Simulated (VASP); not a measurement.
# Re: single point with r2SCAN

The system is Re.

```
Re
1.0
     2.57080    0.00000    0.00000
     0.00000    2.57080    0.00000
     0.00000    0.00000    2.57080
Re
1
Cartesian
  0.0000 0.0000 0.0000
```

```json
{
 "Program": "VASP 6.6.1",
 "Task": "single point",
 "Functional": "r2SCAN",
 "Potentials or basis": "VASP PAW PBE potentials, release 64 (Re_sv_GW)",
 "Cutoff": "550 eV",
 "k mesh": "7 × 7 × 7",
 "Occupations": "fermi-dirac, width 0.05 eV",
 "Spin": "no spin polarisation"
}
```

| Property | Result |
| --- | --- |
| Pressure | -1.7 GPa |

Levels at points of the mesh, in eV from the Fermi level:
| k point | band 4 | band 5 | band 6 | band 7 | band 8 | band 9 | band 10 | band 11 |
| --- | --- | --- | --- | --- | --- | --- | --- | --- |
| (0.00, 0.00, 0.00) | -43.05 | -9.77 | -5.87 | -5.87 | 3.63 | 3.63 | 3.63 | 15.76 |

It used 19 s of CPU time on 1 thread of AMD EPYC 7R13 Processor (Zen 3), on a shared host.

Caveat: the PAW data sets were made with another functional, which shifts forces and pressure a little; spin-orbit coupling is left out, which moves the levels of the heavy elements.
